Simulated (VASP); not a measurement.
A run of VASP 6.6.1 is set up as follows.

The input INCAR:

```
PREC = Accurate
ENCUT = 520
EDIFF = 1E-8
ISMEAR = -1
SIGMA = 0.15
LREAL = False
LASPH = True
NELM = 80
ALGO = Normal
ISIF = 2
LWAVE = False
LCHARG = False
GGA = CA
IBRION = 8
NSW = 1
```

The input KPOINTS:

```
Automatic mesh
0
Gamma
  12 12 12
```

File POSCAR:

```
InPt3
1.0
    3.8962432047      0.0000000000      0.0000000000
    0.0000000000      3.8962432047      0.0000000000
    0.0000000000      0.0000000000      3.8962432047
In Pt
1 3
Direct
    0.0000000000      0.0000000000      0.0000000000
    0.5000000000      0.5000000000      0.0000000000
    0.0000000000      0.5000000000      0.5000000000
    0.5000000000      0.0000000000      0.5000000000
```

Potentials or basis: VASP PAW LDA potentials, release 64 (In_d, Pt).

Run with:

```sh
$ cat potpaw_LDA.64/In_d/POTCAR potpaw_LDA.64/Pt/POTCAR > POTCAR
$ mpirun -np 1 vasp_std > vasp.out
```

**Question.** Estimate the highest phonon frequency at Γ.

**Answer.** 220 cm⁻¹.

Phonon frequencies in cm⁻¹ (negative: imaginary):
```tsv
q point	frequencies
(0.000, 0.000, 0.000)	0 0 0 125 125 125 139 139 139 220 220 220
```

Caveat: the cell stands under pressure or tension, which shifts response properties.
